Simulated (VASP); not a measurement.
# HfO2 (Fm-3m) in VASP: further runs

HfO2 is run at these levels: PBE; tasks: single point.

All numbers are computed with VASP 6.6.1; they aren't measurements. Logs are shortened: lines on timing, memory, paths and dates and some standing lists are left out, and cuts for length are marked.

## (1) The cell of the first run

Symmetry: Fm-3m, No. 225, cubic system. The conventional cell has a = 5.098 Å, b = 5.098 Å, c = 5.098 Å, α = 90.00°, β = 90.00°, γ = 90.00°. Hf (site symmetry m-3m) has 8 O at 2.21 Å within 2.9 Å. O (site symmetry -43m) has 4 Hf at 2.21 Å and 6 O at 2.55 Å within 2.9 Å.

## (2) Single point, PBE, non-collinear spin, zero start, spin-orbit coupling

Input file INCAR:

```
PREC     = Accurate       # precision mode
ENCUT    = 520            # plane-wave cutoff, eV
EDIFF    = 1E-6           # SCF threshold, eV
ISMEAR   = 0              # smearing method
SIGMA    = 0.02           # smearing width, eV
LREAL    = False          # projectors in reciprocal space
LASPH    = True           # aspherical terms in the spheres
NELM     = 150            # most SCF steps
ALGO     = Normal         # electronic algorithm
ISIF     = 2              # what is computed and relaxed
LWAVE    = False          # write WAVECAR
LCHARG   = False          # write CHGCAR
MAGMOM   = 0 0 0 0 0 0 0 0 0 # initial moments
LORBIT   = 11             # projections on sites
LSORBIT  = True           # spin-orbit coupling
GGA_COMPAT= False        
LORBMOM  = True         
LMAXMIX  = 4              # l up to which the mixer works
GGA      = PE             # functional
NBANDS   = 35             # bands
```

Input file KPOINTS:

```
Automatic mesh
0
Gamma
  8 8 8
```

Input file POSCAR:

```
HfO2
1.0
    0.0000000000      2.5488057613      2.5488057613
    2.5488057613      0.0000000000      2.5488057613
    2.5488057613      2.5488057613      0.0000000000
Hf O
1 2
Direct
    0.0000000000      0.0000000000      0.0000000000
    0.2500000000      0.2500000000      0.2500000000
    0.7500000000      0.7500000000      0.7500000000
```

Potentials or basis: VASP PAW PBE potentials, release 64 (Hf_pv, O).

On the command line:

```console
$ cat potpaw_PBE.64/Hf_pv/POTCAR potpaw_PBE.64/O/POTCAR > POTCAR
$ mpirun -np 1 vasp_ncl > vasp.out
```

OUTCAR:

```text
PREC = Accurate
   ENCUT = 520
   EDIFF = 1E-6
   ISMEAR = 0
   LREAL = False
   LASPH = True
   NELM = 150
   ISIF = 2
   LORBIT = 11
   LSORBIT = True
   GGA = PE

 ion  position               nearest neighbor table
   1  0.000  0.000  0.000-   3 2.21   3 2.21   3 2.21   2 2.21   2 2.21   2 2.21   3 2.21   2 2.21

   2  0.250  0.250  0.250-   1 2.21   1 2.21   1 2.21   1 2.21
   3  0.750  0.750  0.750-   1 2.21   1 2.21   1 2.21   1 2.21

  LATTYP: Found a face centered cubic cell.
 ALAT       =     5.0976115226

  Lattice vectors:

 A1 = (   0.0000000000,   2.5488057613,   2.5488057613)
 A2 = (   2.5488057613,   0.0000000000,   2.5488057613)
 A3 = (   2.5488057613,   2.5488057613,   0.0000000000)

Analysis of symmetry for initial positions (statically):
=====================================================================
 Subroutine PRICEL returns:
 Original cell was already a primitive cell.

 Routine SETGRP: Setting up the symmetry group for a
 face centered cubic supercell.

 Subroutine GETGRP returns: Found 48 space group operations
 (whereof 48 operations were pure point group operations)
 out of a pool of 48 trial point group operations.

The static configuration has the point symmetry O_h .

Analysis of symmetry for dynamics (positions and initial velocities):
=====================================================================
 Subroutine PRICEL returns:
 Original cell was already a primitive cell.

 Routine SETGRP: Setting up the symmetry group for a
 face centered cubic supercell.

 Subroutine GETGRP returns: Found 48 space group operations
 (whereof 48 operations were pure point group operations)
 out of a pool of 48 trial point group operations.

The dynamic configuration has the point symmetry O_h .

Analysis of structural, dynamic, and magnetic symmetry:
=====================================================================
 Subroutine PRICEL returns:
 Original cell was already a primitive cell.

 Routine SETGRP: Setting up the symmetry group for a
 face centered cubic supercell.

 Subroutine GETGRP returns: Found 48 space group operations
 (whereof 48 operations were pure point group operations)
 out of a pool of 48 trial point group operations.

The overall configuration has the point symmetry O_h .

 Subroutine INISYM returns: Found 48 space group operations
 (whereof 48 operations are pure point group operations),
 and found     1 'primitive' translations

----------------------------------------------------------------------------------------

                                     Primitive cell

  volume of cell :      33.1162

  direct lattice vectors                    reciprocal lattice vectors
     0.000000000  2.548805761  2.548805761    -0.196170304  0.196170304  0.196170304
     2.548805761  0.000000000  2.548805761     0.196170304 -0.196170304  0.196170304
     2.548805761  2.548805761  0.000000000     0.196170304  0.196170304 -0.196170304

  length of vectors
     3.604555675  3.604555675  3.604555675     0.339776933  0.339776933  0.339776933

  position of ions in fractional coordinates (direct lattice)
     0.000000000  0.000000000  0.000000000
     0.250000000  0.250000000  0.250000000
     0.750000000  0.750000000  0.750000000

  ion indices of the primitive-cell ions
   primitive index   ion index
                 1           1
                 2           2
                 3           3

----------------------------------------------------------------------------------------

 KPOINTS: Automatic mesh

Automatic generation of k-mesh.
 Grid dimensions read from file:
 generate k-points for:    8    8    8

 Generating k-lattice:

  Cartesian coordinates                     Fractional coordinates (reciprocal lattice)
    -0.024521288  0.024521288  0.024521288     0.125000000  0.000000000  0.000000000
     0.024521288 -0.024521288  0.024521288     0.000000000  0.125000000  0.000000000
     0.024521288  0.024521288 -0.024521288     0.000000000  0.000000000  0.125000000

  Length of vectors
     0.042472117  0.042472117  0.042472117

  Shift w.r.t. Gamma in fractional coordinates (k-lattice)
     0.000000000  0.000000000  0.000000000

 Subroutine IBZKPT returns following result:
 ===========================================

 Found     29 irreducible k-points:
[... 59 lines left out ...]
   EMIN   =  10.00;   EMAX   =-10.00  energy-range for DOS
   EFERMI =   0.00;   METHOD = LEGACY
   ISMEAR =     0;   SIGMA  =   0.02  broadening in eV -4-tet -1-fermi 0-gaus
   EFERMI_NEDOS =   21; number of points for ismear=-14 and -15
   IALGO  =     38    algorithm
   IMIX   =      4    mixing-type and parameters
     AMIX     =   0.40;   BMIX     =  1.00
     AMIX_MAG =   1.60;   BMIX_MAG =  1.00
  volume/ion in A,a.u.               =      11.04        74.49
  Fermi-wavevector in a.u.,A,eV,Ry     =   1.428463  2.699404 27.762776  2.040506
  Thomas-Fermi vector in A             =   2.548522
   LORBIT       =     11    0 simple, 1 ext, 2 COOP (PROOUT), +10 PAW based schemes
   GGA     = PE    functional components
   LHFCALC =     F    Hartree Fock is set to
   AEXX    =    0.0000 exact exchange contribution
   IVDW    =     0    specifies the selected vdW correction
   LEPSILON=     F    determine dielectric tensor
   LRPA    =     F    only Hartree local field effects (RPA)
 Gauss-broadening in eV      SIGMA  =   0.02
  energy-cutoff  :      520.00
  volume of cell :       33.12
 maximum number of plane-waves:      1822
   NGX = 13   NGY = 13   NGZ = 13

 number of electron      22.0000000 magnetization       0.0000000      0.0000000      0.0000000

 number of electron      21.9999989 magnetization      -0.0000000     -0.0000000     -0.0000000

 number of electron      21.9999992 magnetization      -0.0000000      0.0000000      0.0000000

 number of electron      21.9999992 magnetization       0.0000000     -0.0000000     -0.0000000

 Free energy of the ion-electron system (eV)
  ---------------------------------------------------
  ext. energy  EPLUGINS =         0.00000000
  ---------------------------------------------------
  free energy    TOTEN  =       -30.86672179 eV

  energy without entropy =      -30.86672179  energy(sigma->0) =      -30.86672179

 E-fermi :   4.3286     XC(G=0): -11.7540

 val. band max:        4.1364645354   @ k =   0.5000   0.5000   0.0000
 cond. band min:       7.8760396942   @ k =   0.5000   0.5000   0.0000
 fundamental gap:      3.7395751588
 Fermi energy:         4.3286020255

 k-point     1 :       0.0000    0.0000    0.0000
  band No.  band energies     occupation
      1     -30.4478      1.00000
      2     -30.4478      1.00000
      3     -23.4096      1.00000
      4     -23.4096      1.00000
      5     -23.4096      1.00000
      6     -23.4096      1.00000
[... 877 lines left out ...]
     33      15.0304      0.00000
     34      15.0304      0.00000

 [... further k-points ...]

 [bands above 34 left out]

------------------------ aborting loop because EDIFF is reached ----------------------------------------

  FORCE on cell =-STRESS in cart. coord.  units (eV):
  Direction    XX          YY          ZZ          XY          YZ          ZX
  --------------------------------------------------------------------------------------
  -------------------------------------------------------------------------------------
  Total       -0.7223925     -0.7223925     -0.7223925      0.0000000      0.0000000     -0.0000000
  in kB      -34.9497122    -34.9497122    -34.9497122      0.0000000      0.0000000     -0.0000000
  external PRESSURE =     -34.9497122 kB  Pullay stress =       0.0000000 kB

 VOLUME and BASIS-vectors are now :
 -----------------------------------------------------------------------------
  energy-cutoff  :      520.00
  volume of cell :       33.12
      direct lattice vectors                 reciprocal lattice vectors
     0.000000000  2.548805761  2.548805761    -0.196170304  0.196170304  0.196170304
     2.548805761  0.000000000  2.548805761     0.196170304 -0.196170304  0.196170304
     2.548805761  2.548805761  0.000000000     0.196170304  0.196170304 -0.196170304

 POSITION                                       TOTAL-FORCE (eV/Angst)
 -----------------------------------------------------------------------------------
      0.00000      0.00000      0.00000        -0.000000     -0.000000      0.000000
      1.27440      1.27440      1.27440         0.000000      0.000000      0.000000
      3.82321      3.82321      3.82321        -0.000000     -0.000000     -0.000000
 -----------------------------------------------------------------------------------
    total drift:                                0.000000      0.000000      0.000000

  FREE ENERGIE OF THE ION-ELECTRON SYSTEM (eV)
  ---------------------------------------------------
  free  energy   TOTEN  =       -30.8667217891 eV

  energy  without entropy=      -30.8667217891  energy(sigma->0) =      -30.86672179

 orbital moment (x)

 # of ion     p       d       tot
 ----------------------------------------
  1         0.000  -0.000  -0.000
  2        -0.000   0.000  -0.000
  3        -0.000   0.000  -0.000
 ----------------------------------------
           -0.000  -0.000  -0.000

 orbital moment (y)

 # of ion     p       d       tot
 ----------------------------------------
  1        -0.000  -0.000  -0.000
  2        -0.000   0.000  -0.000
  3         0.000   0.000   0.000
 ----------------------------------------
           -0.000  -0.000  -0.000

 orbital moment (z)

 # of ion     p       d       tot
 ----------------------------------------
  1         0.000   0.000   0.000
  2        -0.000   0.000  -0.000
  3        -0.000   0.000  -0.000
 ----------------------------------------
           -0.000   0.000  -0.000

 Spin-Orbit-Coupling matrix elements

 Ion:    1  E_soc:     -1.2346948
 l=   1
     0.0000000    -0.2020479    -0.2020479
    -0.2020479     0.0000000    -0.2020479
    -0.2020479    -0.2020479     0.0000000
 l=   2
     0.0000000    -0.0009156     0.0000000    -0.0009156    -0.0028189
    -0.0009156     0.0000000    -0.0021142    -0.0009156    -0.0007047
     0.0000000    -0.0021142     0.0000000    -0.0021142     0.0000000
    -0.0009156    -0.0009156    -0.0021142     0.0000000    -0.0007047
    -0.0028189    -0.0007047     0.0000000    -0.0007047     0.0000000
 l=   3
     0.0000000     0.0000000     0.0000000     0.0000000     0.0000000     0.0000000     0.0000000
     0.0000000     0.0000000     0.0000000     0.0000000     0.0000000     0.0000000     0.0000000
     0.0000000     0.0000000     0.0000000     0.0000000     0.0000000     0.0000000     0.0000000
     0.0000000     0.0000000     0.0000000     0.0000000     0.0000000     0.0000000     0.0000000
[... 29 lines left out ...]
 l=   2
     0.0000000     0.0000000     0.0000000     0.0000000     0.0000000
     0.0000000     0.0000000     0.0000000     0.0000000     0.0000000
     0.0000000     0.0000000     0.0000000     0.0000000     0.0000000
     0.0000000     0.0000000     0.0000000     0.0000000     0.0000000
     0.0000000     0.0000000     0.0000000     0.0000000     0.0000000
 l=   3
     0.0000000     0.0000000     0.0000000     0.0000000     0.0000000     0.0000000     0.0000000
     0.0000000     0.0000000     0.0000000     0.0000000     0.0000000     0.0000000     0.0000000
     0.0000000     0.0000000     0.0000000     0.0000000     0.0000000     0.0000000     0.0000000
     0.0000000     0.0000000     0.0000000     0.0000000     0.0000000     0.0000000     0.0000000
     0.0000000     0.0000000     0.0000000     0.0000000     0.0000000     0.0000000     0.0000000
     0.0000000     0.0000000     0.0000000     0.0000000     0.0000000     0.0000000     0.0000000
     0.0000000     0.0000000     0.0000000     0.0000000     0.0000000     0.0000000     0.0000000

 total charge

# of ion       s       p       d       tot
------------------------------------------
    1        0.289   6.603   1.342   8.234
    2        1.561   3.542   0.000   5.103
    3        1.561   3.542   0.000   5.103
--------------------------------------------------
tot          3.410  13.687   1.342  18.440

 magnetization (x)

# of ion       s       p       d       tot
------------------------------------------
    1        0.000   0.000   0.000   0.000
    2       -0.000   0.000   0.000   0.000
    3       -0.000   0.000   0.000   0.000
--------------------------------------------------
tot         -0.000   0.000   0.000   0.000

 magnetization (y)

# of ion       s       p       d       tot
------------------------------------------
    1        0.000   0.000  -0.000   0.000
    2       -0.000   0.000   0.000  -0.000
    3        0.000   0.000   0.000   0.000
--------------------------------------------------
tot         -0.000   0.000  -0.000   0.000

 magnetization (z)

# of ion       s       p       d       tot
------------------------------------------
    1        0.000  -0.000  -0.000  -0.000
    2        0.000   0.000   0.000   0.000
    3        0.000   0.000   0.000   0.000
--------------------------------------------------
tot          0.000   0.000  -0.000   0.000
```

Run time: 44 s. Hardware: 1 thread of Intel Xeon Platinum 8559C (Emerald Rapids), shared host; peak memory 0.27 GiB.

Results:

```
Free energy                                           : -30.8667 eV
Pressure                                              : -3.5 GPa
Net moment                                            : 0.00 μB per cell
Valence electrons inside the program's atomic spheres : Hf 8.23; O 5.10
```

Moments on the atoms (μB; x, y, z):
```
Hf  0.00 0.00 0.00
O   0.00 0.00 0.00
O   0.00 0.00 0.00
```

## (3) Single point, PBE

This run uses another cell than the first one, of 11.15 Å³/atom, 1.010 times its volume.

Input file INCAR:

```
PREC = Accurate ; ENCUT = 520
EDIFF = 1E-7 ; ISMEAR = 0
SIGMA = 0.1 ; LREAL = False
LASPH = True ; NELM = 60
ALGO = Normal ; ISIF = 2
LWAVE = False ; LCHARG = True
GGA = PE ; LELF = True
LVHAR = True ; NBANDS = 18
```

Input file KPOINTS:

```
Automatic mesh
0
Gamma
  6 6 6
```

Input file POSCAR:

```
HfO2
1.0
    0.0000000000      2.5575000000      2.5575000000
    2.5575000000      0.0000000000      2.5575000000
    2.5575000000      2.5575000000      0.0000000000
Hf O
1 2
Direct
    0.0000000000      0.0000000000      0.0000000000
    0.2500000000      0.2500000000      0.2500000000
    0.7500000000      0.7500000000      0.7500000000
```

Potentials or basis: VASP PAW PBE potentials, release 64 (Hf_pv, O).

On the command line:

```console
$ cat potpaw_PBE.64/Hf_pv/POTCAR potpaw_PBE.64/O/POTCAR > POTCAR
$ mpirun -np 1 vasp_std > vasp.out
```

Wall time 9.1 s (1 thread of Intel Xeon Platinum 8375C at 2.90GHz (Ice Lake), shared host); peak memory 0.16 GiB.

The run converged. Its results:

| Property | Result |
| --- | --- |
| Free energy | -30.2336 eV |
| Pressure | -6.0 GPa |
| Band gap on the k mesh | 3.73 eV, direct |

Levels at points of the mesh, in eV from the valence-band top:
```
           k point  band 7  band 8  band 9  band 10  band 11  band 12  band 13  band 14  band 15  band 16
(0.00, 0.00, 0.00)   -5.18   -5.18   -0.59    -0.59    -0.59     3.81     3.81     5.62    10.09    10.09
(0.50, 0.00, 0.00)   -4.17   -3.00   -2.67    -1.80    -1.80     4.51     4.51     6.74     8.98     9.10
(0.50, 0.50, 0.00)   -3.40   -3.40   -1.48    -1.48     0.00     3.73     5.36     6.39     7.93     7.93
```

Caveat: spin-orbit coupling is left out, which moves the levels of the heavy elements.

[end of part 1 of 2]
